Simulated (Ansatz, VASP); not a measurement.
## One calculation of CsPbI2Br, two programs

The input INCAR:

```
PREC = Accurate
ENCUT = 520
EDIFF = 1E-6
ISMEAR = 0
SIGMA = 0.05
LREAL = False
LASPH = True
NELM = 80
ALGO = Normal
ISIF = 2
LWAVE = False
LCHARG = False
GGA = PE
NBANDS = 30
```

KPOINTS

```
Automatic mesh
0
Gamma
  4 4 6
```

File POSCAR:

```
CsPbI2Br
1.0
    6.3752960000      0.0000000000      0.0000000000
    0.0000000000      6.3752960000      0.0000000000
    0.0000000000      0.0000000000      5.9622200000
Cs Pb I Br
1 1 2 1
Direct
    0.5000000000      0.5000000000      0.5000000000
    0.0000000000      0.0000000000      0.0000000000
    0.0000000000      0.5000000000      0.0628960354
    0.5000000000      0.0000000000      0.0628960354
    0.0000000000      0.0000000000      0.5000000000
```

Input for Ansatz:

```yaml
crystal:
  lattice:
    - [6.375296, 0.0, 0.0]
    - [0.0, 6.375296, 0.0]
    - [0.0, 0.0, 5.96222]
  atoms:
    - { symbol: Cs, position: [0.5, 0.5, 0.5] }
    - { symbol: Pb, position: [0.0, 0.0, 0.0] }
    - { symbol: I, position: [0.0, 0.5, 0.0628960354] }
    - { symbol: I, position: [0.5, 0.0, 0.0628960354] }
    - { symbol: Br, position: [0.0, 0.0, 0.5] }
basis:
  ecutwfc: 420
kpoints:
  mp_grid: { grid: [4, 4, 6] }
hamiltonian:
  xc: pbe
scf:
  occupations: { method: gaussian, width: 0.05 }
output:
  forces: true
  stress: true
  eigenvalues: true
```

Change from the starting cell: all I atoms moved +0.375 Å, as atom 3 along Cartesian [0 0 1].

Alike in both runs: task single point; functional PBE; k mesh 4 × 4 × 6; occupations gaussian, width 0.05 eV; no spin polarisation.

|  | VASP | Ansatz |
| --- | --- | --- |
| version | VASP 6.6.1 | Ansatz 0.2.0 |
| potentials or method | VASP PAW PBE potentials, release 64 (Cs_sv, Pb_d, I, Br), cutoff 520 eV | scalar-relativistic, plane waves, PAW |
| valence electrons in the cell | 44 | 64 |

|  | VASP | Ansatz | Ansatz less VASP |
| --- | --- | --- | --- |
| gap on the k mesh at the Fermi level (eV) | 1.82 | 1.82 | -0.001 |
| least direct gap on the mesh (eV) | 1.82 | 1.82 | -0.001 |
| pressure (GPa) | 0.3 | 0.3 | +0.01 |
| rms of the force components (eV/Å) | 0.058 | 0.057 | -0.0006 |

Atom by atom the forces differ by 0.001 eV/Å (rms over components). VASP's potentials hold 44 valence electrons a cell and Ansatz's 64, so a difference there can come from the potentials and not from the codes.

Neither program's run includes spin-orbit coupling.
